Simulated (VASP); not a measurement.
# B (Fd-3m) in VASP: further runs

Runs on B. Level: revPBE. Tasks: single point.

Program: VASP 6.6.1. These are calculated values, not measurements. Logs are shortened: lines on timing, memory, paths and dates and some standing lists are left out, and cuts for length are marked.

## 1. The cell of the first run

Symmetry: Fd-3m, No. 227, cubic system. Conventional cell: a = 4.072 Å, b = 4.072 Å, c = 4.072 Å, α = 90.00°, β = 90.00°, γ = 90.00°. Within 2.3 Å of B (site symmetry -43m) lie 4 B at 1.76 Å.

## 2. Single point, revPBE

INCAR

```
PREC = Accurate
ENCUT = 520
EDIFF = 1E-6
ISMEAR = -1
SIGMA = 0.1
LREAL = F
LASPH = T
NELM = 100
ALGO = Normal
ISIF = 2
LWAVE = F
LCHARG = T
GGA = RE
LELF = T
LVHAR = T
NBANDS = 10
```

KPOINTS

```
regular mesh
0
Gamma
  15 15 15
```

POSCAR

```
B
1.0
    0.0000000000      2.0359642158      2.0359642158
    2.0359642158      0.0000000000      2.0359642158
    2.0359642158      2.0359642158      0.0000000000
B
2
Direct
    0.1250000000      0.1250000000      0.1250000000
    0.8750000000      0.8750000000      0.8750000000
```

Potentials or basis: VASP PAW PBE potentials, release 64 (B).

Run with:

```bash
$ cat potpaw_PBE.64/B/POTCAR > POTCAR
$ mpirun -np 1 vasp_std > vasp.out
```

OUTCAR:

```text
PREC = Accurate
   ENCUT = 520
   EDIFF = 1E-6
   ISMEAR = -1
   LREAL = F
   LASPH = T
   NELM = 100
   ISIF = 2
   GGA = RE

 ion  position               nearest neighbor table
   1  0.125  0.125  0.125-   2 1.76   2 1.76   2 1.76   2 1.76
   2  0.875  0.875  0.875-   1 1.76   1 1.76   1 1.76   1 1.76

  LATTYP: Found a face centered cubic cell.
 ALAT       =     4.0719284316

  Lattice vectors:

 A1 = (   0.0000000000,   2.0359642158,   2.0359642158)
 A2 = (   2.0359642158,   0.0000000000,   2.0359642158)
 A3 = (   2.0359642158,   2.0359642158,   0.0000000000)

Analysis of symmetry for initial positions (statically):
=====================================================================
 Subroutine PRICEL returns:
 Original cell was already a primitive cell.

 Routine SETGRP: Setting up the symmetry group for a
 face centered cubic supercell.

 Subroutine GETGRP returns: Found 48 space group operations
 (whereof 12 operations were pure point group operations)
 out of a pool of 48 trial point group operations.

The static configuration has the point symmetry D_3d.
 The point group associated with its full space group is O_h .

Analysis of symmetry for dynamics (positions and initial velocities):
=====================================================================
 Subroutine PRICEL returns:
 Original cell was already a primitive cell.

 Routine SETGRP: Setting up the symmetry group for a
 face centered cubic supercell.

 Subroutine GETGRP returns: Found 48 space group operations
 (whereof 12 operations were pure point group operations)
 out of a pool of 48 trial point group operations.

The dynamic configuration has the point symmetry D_3d.
 The point group associated with its full space group is O_h .

 Subroutine INISYM returns: Found 48 space group operations
 (whereof 12 operations are pure point group operations),
 and found     1 'primitive' translations

----------------------------------------------------------------------------------------

                                     Primitive cell

  volume of cell :      16.8788

  direct lattice vectors                    reciprocal lattice vectors
     0.000000000  2.035964216  2.035964216    -0.245583884  0.245583884  0.245583884
     2.035964216  0.000000000  2.035964216     0.245583884 -0.245583884  0.245583884
     2.035964216  2.035964216  0.000000000     0.245583884  0.245583884 -0.245583884

[... 82 lines left out ...]
   NELM   =    100;   NELMIN=  2; NELMDL= -5     # of ELM steps
   EDIFF  = 0.1E-05   stopping-criterion for ELM
   LREAL  =      F    real-space projection
   EDIFFG = 0.1E-04   stopping-criterion for IOM
   NSW    =      0    number of steps for IOM
   IBRION =     -1    ionic relax: 0-MD 1-quasi-New 2-CG
   NFREE  =      0    steps in history (QN), initial steepest desc. (CG)
   ISIF   =      2    stress and relaxation
   ISYM   =      2    0-nonsym 1-usesym 2-fastsym
   POTIM  = 0.5000    time-step for ionic-motion
   TEBEG  =    0.0;   TEEND  =   0.0 temperature during run
   PSTRESS=    0.0 pullay stress
   NELECT =       6.0000    total number of electrons
   NUPDOWN=      -1.0000    fix difference up-down
   EMIN   =  10.00;   EMAX   =-10.00  energy-range for DOS
   EFERMI =   0.00;   METHOD = LEGACY
   ISMEAR =    -1;   SIGMA  =   0.10  broadening in eV -4-tet -1-fermi 0-gaus
   EFERMI_NEDOS =   21; number of points for ismear=-14 and -15
   IALGO  =     38    algorithm
   IMIX   =      4    mixing-type and parameters
     AMIX     =   0.40;   BMIX     =  1.00
     AMIX_MAG =   1.60;   BMIX_MAG =  1.00
  volume/ion in A,a.u.               =       8.44        56.95
  Fermi-wavevector in a.u.,A,eV,Ry     =   1.159699  2.191512 18.298485  1.344901
  Thomas-Fermi vector in A             =   2.296288
   LORBIT       =      0    0 simple, 1 ext, 2 COOP (PROOUT), +10 PAW based schemes
   GGA     = RE    functional components
   LHFCALC =     F    Hartree Fock is set to
   AEXX    =    0.0000 exact exchange contribution
   IVDW    =     0    specifies the selected vdW correction
   LEPSILON=     F    determine dielectric tensor
   LRPA    =     F    only Hartree local field effects (RPA)
 non-spin polarized calculation
  energy-cutoff  :      520.00
  volume of cell :       16.88
 maximum number of plane-waves:       467
 NGX is ok and might be reduce to    24
   NGX = 11   NGY = 11   NGZ = 11

 number of electron       6.0000000 magnetization

 Free energy of the ion-electron system (eV)
  ---------------------------------------------------
  ext. energy  EPLUGINS =         0.00000000
  ---------------------------------------------------
  free energy    TOTEN  =       -11.08831840 eV

  energy without entropy =      -11.05802565  energy(sigma->0) =      -11.07317202

 E-fermi :   3.7273     XC(G=0): -11.1137

 val. band max:        3.6712972439   @ k =  -0.1333   0.2000   0.0667
 cond. band min:       3.7291644585   @ k =  -0.4000   0.2667   0.0667
 fundamental gap:      0.0578672145
 Fermi energy:         3.7272958659

 k-point     1 :       0.0000    0.0000    0.0000
  band No.  band energies     occupation
      1      -9.1015      2.00000
      2       7.7250      0.00000
      3       7.7250      0.00000
      4       7.7250      0.00000
      5      11.8337      0.00000
      6      11.8337      0.00000
      7      11.8337      0.00000
      8      19.9356      0.00000
      9      22.3182      0.00000
     10      26.4371      0.00000
[... 287 lines left out ...]
 k-point    24 :       0.2000    0.1333    0.0000
  band No.  band energies     occupation
      1      -8.2433      2.00000
      2       4.8779      0.00002
      3       5.5327      0.00000
      4       6.3477      0.00000
      5      11.5677      0.00000
      6      14.7751      0.00000
      7      14.7963      0.00000
      8      17.8023      0.00000
      9      23.1943      0.00000
     10      23.6754      0.00000

 [... further k-points ...]
[... 5 lines left out ...]
  --------------------------------------------------------------------------------------
  -------------------------------------------------------------------------------------
  Total       -0.0146283     -0.0146283     -0.0146283      0.0000000     -0.0000000     -0.0000000
  in kB       -1.3885537     -1.3885537     -1.3885537      0.0000000     -0.0000000     -0.0000000
  external PRESSURE =      -1.3885537 kB  Pullay stress =       0.0000000 kB

 VOLUME and BASIS-vectors are now :
 -----------------------------------------------------------------------------
  energy-cutoff  :      520.00
  volume of cell :       16.88
      direct lattice vectors                 reciprocal lattice vectors
     0.000000000  2.035964216  2.035964216    -0.245583884  0.245583884  0.245583884
     2.035964216  0.000000000  2.035964216     0.245583884 -0.245583884  0.245583884
     2.035964216  2.035964216  0.000000000     0.245583884  0.245583884 -0.245583884

 POSITION                                       TOTAL-FORCE (eV/Angst)
 -----------------------------------------------------------------------------------
      0.50899      0.50899      0.50899         0.000000      0.000000      0.000000
      3.56294      3.56294      3.56294        -0.000000     -0.000000     -0.000000
 -----------------------------------------------------------------------------------
    total drift:                                0.000000      0.000000      0.000000

  FREE ENERGIE OF THE ION-ELECTRON SYSTEM (eV)
  ---------------------------------------------------
  free  energy   TOTEN  =       -11.0883184006 eV

  energy  without entropy=      -11.0580256462  energy(sigma->0) =      -11.07317202
```

Wall time 7.4 s (1 thread of Intel Xeon 6975P-C, shared host); peak memory 0.14 GiB.

Results:

| Property | Result |
| --- | --- |
| Free energy | -11.0883 eV |
| Pressure | -0.1 GPa |
| Band gap on the k mesh | zero (band 3 reaches 7.72 eV, above the bottom of band 4 at 1.14 eV) |

Caveat: the PAW data sets were made with another functional, which shifts forces and pressure a little.

## 3. Single point, revPBE (volume scaled by 1.04)

INCAR

```
  PREC = Accurate
  ENCUT = 520
  EDIFF = 1E-6
  ISMEAR = -1
  SIGMA = 0.1
  LREAL = False
  LASPH = True
  NELM = 60
  ALGO = Normal
  ISIF = 2
  LWAVE = False
  LCHARG = True
  GGA = RE
  LELF = True
  LVHAR = True
  NBANDS = 10
```

KPOINTS is that of step 2.

POSCAR

```
B
1.0
    0.0000000000      2.0627562911      2.0627562911
    2.0627562911      0.0000000000      2.0627562911
    2.0627562911      2.0627562911      0.0000000000
B
2
Direct
    0.1250000000      0.1250000000      0.1250000000
    0.8750000000      0.8750000000      0.8750000000
```

Potentials or basis: VASP PAW PBE potentials, release 64 (B).

Run with:

```bash
$ cat potpaw_PBE.64/B/POTCAR > POTCAR
$ mpirun -np 1 vasp_std > vasp.out
```

Run time: 7 s. Hardware: 1 thread of Intel Xeon 6975P-C, shared host; peak memory 0.14 GiB.

It converged, with:

```yaml
Free_energy: -11.0745 eV
Pressure: -6.4 GPa
Band_gap_on_the_k_mesh: zero (band 3 reaches 7.30 eV, above the bottom of band 4 at 0.96 eV)
```

Levels at points of the mesh, in eV from the Fermi level:
```csv
k point,band 1,band 2,band 3,band 4,band 5,band 6,band 7,band 8
"(0.00, 0.00, 0.00)",-12.55,3.87,3.87,3.87,7.91,7.91,7.91,15.42
```

Caveat: the PAW data sets were made with another functional, which shifts forces and pressure a little.

## 4. Single point, revPBE (volume scaled by 1.08)

INCAR

```
ALGO     = Normal         # electronic algorithm
EDIFF    = 1E-6           # SCF threshold, eV
ENCUT    = 520            # plane-wave cutoff, eV
GGA      = RE             # functional
ISIF     = 2              # what is computed and relaxed
ISMEAR   = -1             # smearing method
LASPH    = T              # aspherical terms in the spheres
LCHARG   = F              # write CHGCAR
LREAL    = F              # projectors in reciprocal space
LWAVE    = F              # write WAVECAR
NBANDS   = 10             # bands
NELM     = 60             # most SCF steps
PREC     = Accurate       # precision mode
SIGMA    = 0.1            # smearing width, eV
```

KPOINTS

```
k-points
0
Gamma
  15 15 15
```

POSCAR

```
B
1.0
    0.0000000000      2.0888699024      2.0888699024
    2.0888699024      0.0000000000      2.0888699024
    2.0888699024      2.0888699024      0.0000000000
B
2
Direct
    0.1250000000      0.1250000000      0.1250000000
    0.8750000000      0.8750000000      0.8750000000
```

Run with:

```bash
$ cat potpaw_PBE.64/B/POTCAR > POTCAR
$ mpirun -np 1 vasp_std > vasp.out
```

Wall time 6.6 s (1 thread of Intel Xeon 6975P-C, shared host); peak memory 0.14 GiB.

The run converged. Its results:

```yaml
Free_energy: -11.0364 eV
Pressure: -11.6 GPa
Band_gap_on_the_k_mesh: zero (band 3 reaches 6.91 eV, above the bottom of band 4 at 0.80 eV)
```

Levels at points of the mesh, in eV from the Fermi level:
```tsv
k point	band 1	band 2	band 3	band 4	band 5	band 6
(0.00, 0.00, 0.00)	-12.30	3.74	3.74	3.74	7.72	7.72
```

Caveat: the PAW data sets were made with another functional, which shifts forces and pressure a little.

## 5. Single point, revPBE (volume scaled by 1.12)

INCAR

```
PREC = Accurate
ENCUT = 520
EDIFF = 1E-6
ISMEAR = -1
SIGMA = 0.1
LREAL = F
LASPH = T
NELM = 80
ALGO = Normal
ISIF = 2
LWAVE = F
LCHARG = T
GGA = RE
LELF = T
LVHAR = T
NBANDS = 10
```

KPOINTS

```
Automatic mesh
0
Gamma
  15 15 15
```

POSCAR

```
B
1.0
    0.0000000000      2.1143464364      2.1143464364
    2.1143464364      0.0000000000      2.1143464364
    2.1143464364      2.1143464364      0.0000000000
B
2
Direct
    0.1250000000      0.1250000000      0.1250000000
    0.8750000000      0.8750000000      0.8750000000
```

Potentials or basis: VASP PAW PBE potentials, release 64 (B).

Run with:

```bash
$ cat potpaw_PBE.64/B/POTCAR > POTCAR
$ mpirun -np 1 vasp_std > vasp.out
```

OUTCAR:

```text
PREC = Accurate
   ENCUT = 520
   EDIFF = 1E-6
   ISMEAR = -1
   LREAL = F
   LASPH = T
   NELM = 80
   ISIF = 2
   GGA = RE

 ion  position               nearest neighbor table
   1  0.125  0.125  0.125-   2 1.83   2 1.83   2 1.83   2 1.83
   2  0.875  0.875  0.875-   1 1.83   1 1.83   1 1.83   1 1.83

  LATTYP: Found a face centered cubic cell.
 ALAT       =     4.2286928728

  Lattice vectors:

 A1 = (   0.0000000000,   2.1143464364,   2.1143464364)
 A2 = (   2.1143464364,   0.0000000000,   2.1143464364)
 A3 = (   2.1143464364,   2.1143464364,   0.0000000000)

Analysis of symmetry for initial positions (statically):
=====================================================================
 Subroutine PRICEL returns:
 Original cell was already a primitive cell.

 Routine SETGRP: Setting up the symmetry group for a
 face centered cubic supercell.

 Subroutine GETGRP returns: Found 48 space group operations
 (whereof 12 operations were pure point group operations)
 out of a pool of 48 trial point group operations.

The static configuration has the point symmetry D_3d.
 The point group associated with its full space group is O_h .

Analysis of symmetry for dynamics (positions and initial velocities):
=====================================================================
 Subroutine PRICEL returns:
 Original cell was already a primitive cell.

 Routine SETGRP: Setting up the symmetry group for a
 face centered cubic supercell.

 Subroutine GETGRP returns: Found 48 space group operations
 (whereof 12 operations were pure point group operations)
 out of a pool of 48 trial point group operations.

The dynamic configuration has the point symmetry D_3d.
 The point group associated with its full space group is O_h .

 Subroutine INISYM returns: Found 48 space group operations
 (whereof 12 operations are pure point group operations),
 and found     1 'primitive' translations
[... 111 lines left out ...]
   EFERMI_NEDOS =   21; number of points for ismear=-14 and -15
   IALGO  =     38    algorithm
   IMIX   =      4    mixing-type and parameters
     AMIX     =   0.40;   BMIX     =  1.00
     AMIX_MAG =   1.60;   BMIX_MAG =  1.00
  volume/ion in A,a.u.               =       9.45        63.79
  Fermi-wavevector in a.u.,A,eV,Ry     =   1.116707  2.110270 16.966924  1.247034
  Thomas-Fermi vector in A             =   2.253323
   LORBIT       =      0    0 simple, 1 ext, 2 COOP (PROOUT), +10 PAW based schemes
   GGA     = RE    functional components
   LHFCALC =     F    Hartree Fock is set to
   AEXX    =    0.0000 exact exchange contribution
   IVDW    =     0    specifies the selected vdW correction
   LEPSILON=     F    determine dielectric tensor
   LRPA    =     F    only Hartree local field effects (RPA)
 non-spin polarized calculation
  energy-cutoff  :      520.00
  volume of cell :       18.90
 maximum number of plane-waves:       531
   NGX = 11   NGY = 11   NGZ = 11

 number of electron       6.0000000 magnetization

 Free energy of the ion-electron system (eV)
  ---------------------------------------------------
  ext. energy  EPLUGINS =         0.00000000
  ---------------------------------------------------
  free energy    TOTEN  =       -10.97831558 eV

  energy without entropy =      -10.94447759  energy(sigma->0) =      -10.96139658

 E-fermi :   2.9102     XC(G=0): -10.6566

 val. band max:        2.9007936403   @ k =   0.2667   0.2667   0.0000
 cond. band min:       2.9136810906   @ k =   0.2667   0.2000   0.0000
 fundamental gap:      0.0128874503
 Fermi energy:         2.9102234116

 k-point     1 :       0.0000    0.0000    0.0000
  band No.  band energies     occupation
      1      -9.1426      2.00000
      2       6.5375      0.00000
      3       6.5375      0.00000
      4       6.5375      0.00000
      5      10.4486      0.00000
      6      10.4486      0.00000
      7      10.4486      0.00000
      8      16.8842      0.00000
      9      20.0518      0.00000
     10      24.3521      0.00000
[... 287 lines left out ...]
 k-point    24 :       0.2000    0.1333    0.0000
  band No.  band energies     occupation
      1      -8.3457      2.00000
      2       3.9308      0.00007
      3       4.5841      0.00000
      4       5.2221      0.00000
      5      10.1646      0.00000
      6      13.0657      0.00000
      7      13.0738      0.00000
      8      15.8436      0.00000
      9      20.5605      0.00000
     10      21.3617      0.00000

 [... further k-points ...]
[... 5 lines left out ...]
  --------------------------------------------------------------------------------------
  -------------------------------------------------------------------------------------
  Total       -1.8835225     -1.8835225     -1.8835225      0.0000000      0.0000000      0.0000000
  in kB     -159.6330994   -159.6330994   -159.6330994      0.0000000      0.0000000      0.0000000
  external PRESSURE =    -159.6330994 kB  Pullay stress =       0.0000000 kB

 VOLUME and BASIS-vectors are now :
 -----------------------------------------------------------------------------
  energy-cutoff  :      520.00
  volume of cell :       18.90
      direct lattice vectors                 reciprocal lattice vectors
     0.000000000  2.114346436  2.114346436    -0.236479695  0.236479695  0.236479695
     2.114346436  0.000000000  2.114346436     0.236479695 -0.236479695  0.236479695
     2.114346436  2.114346436  0.000000000     0.236479695  0.236479695 -0.236479695

 POSITION                                       TOTAL-FORCE (eV/Angst)
 -----------------------------------------------------------------------------------
      0.52859      0.52859      0.52859         0.000000      0.000000      0.000000
      3.70011      3.70011      3.70011        -0.000000     -0.000000     -0.000000
 -----------------------------------------------------------------------------------
    total drift:                                0.000000      0.000000      0.000000

  FREE ENERGIE OF THE ION-ELECTRON SYSTEM (eV)
  ---------------------------------------------------
  free  energy   TOTEN  =       -10.9783155800 eV

  energy  without entropy=      -10.9444775889  energy(sigma->0) =      -10.96139658
```

Run time: 7 s. Hardware: 1 thread of Intel Xeon 6975P-C, shared host; peak memory 0.14 GiB.

Results:

```yaml
Free_energy: -10.9783 eV
Pressure: -16.0 GPa
Band_gap_on_the_k_mesh: zero (band 3 reaches 6.54 eV, above the bottom of band 4 at 0.65 eV)
```

Levels at points of the mesh, in eV from the Fermi level:
| k point | band 1 | band 2 | band 3 | band 4 | band 5 | band 6 | band 7 | band 8 |
| --- | --- | --- | --- | --- | --- | --- | --- | --- |
| (0.00, 0.00, 0.00) | -12.05 | 3.63 | 3.63 | 3.63 | 7.54 | 7.54 | 7.54 | 13.97 |

Caveat: the PAW data sets were made with another functional, which shifts forces and pressure a little.

## 6. Summary

| cell | gap on the mesh (eV) | pressure (GPa) |
| --- | --- | --- |
| a = 2.879 Å, angles 60.0°, 2 atoms | none | -0.1 |
| a = 2.917 Å, angles 60.0°, 2 atoms | none | -6.4 |
| a = 2.954 Å, angles 60.0°, 2 atoms | none | -11.6 |
| a = 2.990 Å, angles 60.0°, 2 atoms | none | -16.0 |

Alike in all rows: task single point; level revPBE; potentials or basis VASP PAW PBE potentials, release 64 (B); no spin polarisation; k mesh 15 × 15 × 15; cutoff (eV) 520; smearing fermi-dirac 0.1 eV.

Caveats: the PAW data sets were made with another functional, which shifts forces and pressure a little.

Absolute energies hang on the potentials; compare differences alone.
